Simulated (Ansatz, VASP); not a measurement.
## One calculation of MoF2, two programs

File INCAR:

```
PREC     = Accurate       # precision mode
ENCUT    = 520            # plane-wave cutoff, eV
EDIFF    = 1E-6           # SCF threshold, eV
ISMEAR   = 0              # smearing method
SIGMA    = 0.1            # smearing width, eV
LREAL    = False          # projectors in reciprocal space
LASPH    = True           # aspherical terms in the spheres
NELM     = 150            # most SCF steps
ALGO     = Normal         # electronic algorithm
ISIF     = 2              # what is computed and relaxed
LWAVE    = False          # write WAVECAR
LCHARG   = False          # write CHGCAR
ISPIN    = 2              # spin polarisation
MAGMOM   = 1 0 0          # initial moments
LORBIT   = 11             # projections on sites
LMAXMIX  = 4              # l up to which the mixer works
GGA      = PE             # functional
NBANDS   = 25             # bands
```

Contents of KPOINTS:

```
Automatic mesh
0
Gamma
  4 4 4
```

File POSCAR:

```
MoF2
1.0
    4.0800000000      0.0000000000      0.0000000000
    0.0000000000      4.0800000000      0.0000000000
    0.0000000000      0.0000000000      4.0800000000
Mo F
1 2
Direct
    0.0000000000      0.0000000000      0.0000000000
    0.5000000000      0.0000000000      0.0000000000
    0.0000000000      0.5000000000      0.0000000000
```

Input for Ansatz:

```yaml
crystal:
  lattice:
    - [4.08, 0.0, 0.0]
    - [0.0, 4.08, 0.0]
    - [0.0, 0.0, 4.08]
  atoms:
    - { symbol: Mo, position: [0.0, 0.0, 0.0], spin: 1.0 }
    - { symbol: F, position: [0.5, 0.0, 0.0] }
    - { symbol: F, position: [0.0, 0.5, 0.0] }
basis:
  ecutwfc: 420
kpoints:
  mp_grid: { grid: [4, 4, 4] }
hamiltonian:
  xc: pbe
scf:
  occupations: { method: gaussian, width: 0.1 }
  lower_state_search: "off"
output:
  forces: true
  stress: true
  eigenvalues: true
  populations: true
magnetization:
  spin_polarized: true
```

Change from the starting cell: ordered vacancies on the anion sites of rhenium trioxide (P4/mmm, No. 123).

Alike in both runs: task single point; functional PBE; k mesh 4 × 4 × 4; occupations gaussian, width 0.1 eV; collinear spin.

|  | VASP | Ansatz |
| --- | --- | --- |
| version | VASP 6.6.1 | Ansatz 0.2.0 |
| potentials or method | VASP PAW PBE potentials, release 64 (Mo_sv, F), cutoff 520 eV | scalar-relativistic, plane waves, PAW |
| valence electrons in the cell | 28 | 28 |

|  | VASP | Ansatz | Ansatz less VASP |
| --- | --- | --- | --- |
| gap on the k mesh at the Fermi level (eV) | none | none | - |
| pressure (GPa) | 2.3 | 2.2 | -0.10 |
| traceless stress, the component that is largest in VASP (GPa) | -3.34 | -3.02 | +0.321 |
| net moment per atom (μB) | 1.24 | 1.24 | +0.001 |
| size of the moment on the site where the two differ most (μB) | 3.04 | 1.91 | -1.133 |

Site moments also hang on the region over which each program counts them. A gap of «none» marks a metal or a gap that the smearing closes.

The k mesh is coarse, so the values compare programs but aren't converged.
